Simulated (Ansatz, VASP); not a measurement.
Mg: VASP beside Ansatz

```xyz
1
Lattice="-1.6361 1.6361 1.6361 1.6361 -1.6361 1.6361 1.6361 1.6361 -1.6361" Properties=species:S:1:pos:R:3 pbc="T T T"
Mg    0.0000    0.0000    0.0000
```

Change from the starting cell: strain -0.080 along x and y, -0.080 along z, atoms carried along.

Alike in both runs: task single point; functional PBEsol; k mesh 24 × 24 × 24; occupations gaussian, width 0.15 eV; no spin polarisation.

|  | VASP | Ansatz |
| --- | --- | --- |
| version | VASP 6.6.1 | Ansatz 0.2.0 |
| potentials or method | VASP PAW PBE potentials, release 64 (Mg), cutoff 520 eV | scalar-relativistic, plane waves, PAW |
| valence electrons in the cell | 2 | 10 |

|  | VASP | Ansatz | Ansatz less VASP |
| --- | --- | --- | --- |
| gap on the k mesh at the Fermi level (eV) | none | none | - |
| pressure (GPa) | 15.0 | 14.9 | -0.16 |

VASP's potentials were made for PBE, not for PBEsol. A gap of «none» marks a metal or a gap that the smearing closes. The functional is the same, so the differences come from potentials, cutoffs and numerics. VASP's potentials hold 2 valence electrons a cell and Ansatz's 10, so a difference there can come from the potentials and not from the codes.
